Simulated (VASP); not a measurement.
Input of a VASP 6.6.1 run:

Contents of POSCAR:

```
Te2Mo
1.0
    1.7734078921      1.0238775239      7.1041366288
   -1.7734078921      1.0238775239      7.1041366288
    0.0000000000     -2.0477550478      7.1041366288
Mo Te
1 2
Direct
   -0.0000368534     -0.0000368534     -0.0000368534
    0.4174226673      0.4174226673      0.4174226673
    0.2492808528      0.2492808528      0.2492808528
```

File INCAR.step1:

```
SYSTEM = Te2Mo
ALGO     = Normal         ! electronic algorithm
EDIFF    = 1E-4           ! SCF threshold, eV
ENCUT    = 520            ! plane-wave cutoff, eV
GGA      = PE             ! functional
ISMEAR   = 0              ! smearing method
LASPH    = .True.         ! aspherical terms in the spheres
LCHARG   = .False.        ! write CHGCAR
LREAL    = .False.        ! projectors in reciprocal space
LWAVE    = .True.         ! write WAVECAR
NBANDS   = 20             ! bands
NELM     = 80             ! most SCF steps
PREC     = Accurate       ! precision mode
SIGMA    = 0.01           ! smearing width, eV
```

File INCAR.step2:

```
SYSTEM = Te2Mo
ALGO     = Normal         ! electronic algorithm
EDIFF    = 1E-6           ! SCF threshold, eV
ENCUT    = 520            ! plane-wave cutoff, eV
ISIF     = 2              ! what is computed and relaxed
ISMEAR   = 0              ! smearing method
ISTART   = 1            
LASPH    = .True.         ! aspherical terms in the spheres
LCHARG   = .False.        ! write CHGCAR
LMIXTAU  = .True.       
LREAL    = .False.        ! projectors in reciprocal space
LWAVE    = .False.        ! write WAVECAR
METAGGA  = R2SCAN         ! meta-GGA
NBANDS   = 20             ! bands
NELM     = 80             ! most SCF steps
PREC     = Accurate       ! precision mode
SIGMA    = 0.01           ! smearing width, eV
```

Contents of KPOINTS:

```
k-points
0
Gamma
  8 8 8
  0 0 0
```

Potentials or basis: VASP PAW PBE potentials, release 64 (Mo_sv, Te).

Launch:

```sh
$ cat potpaw_PBE.64/Mo_sv/POTCAR potpaw_PBE.64/Te/POTCAR > POTCAR
$ cp INCAR.step1 INCAR
$ mpirun -np 1 vasp_std > vasp.out
$ cp INCAR.step2 INCAR
$ mpirun -np 1 vasp_std > vasp.out
```

**Question.** What does it give for the band gap on the k mesh?

**Answer.** 1.02 eV, indirect (least direct gap 1.36 eV).

**Question.** Estimate the largest force.

**Answer.** 0.006 eV/Å.

Forces in eV/Å, atoms in the order of the input:
```
Mo   0.000  0.000  0.002
Te   0.000  0.000 -0.006
Te   0.000  0.000  0.005
```

Caveat: the PAW data sets were made with another functional, which shifts forces and pressure a little; spin-orbit coupling is left out, which moves the levels of the heavy elements. r2SCAN opens gaps a little over a GGA but as a rule still falls short of measured ones.
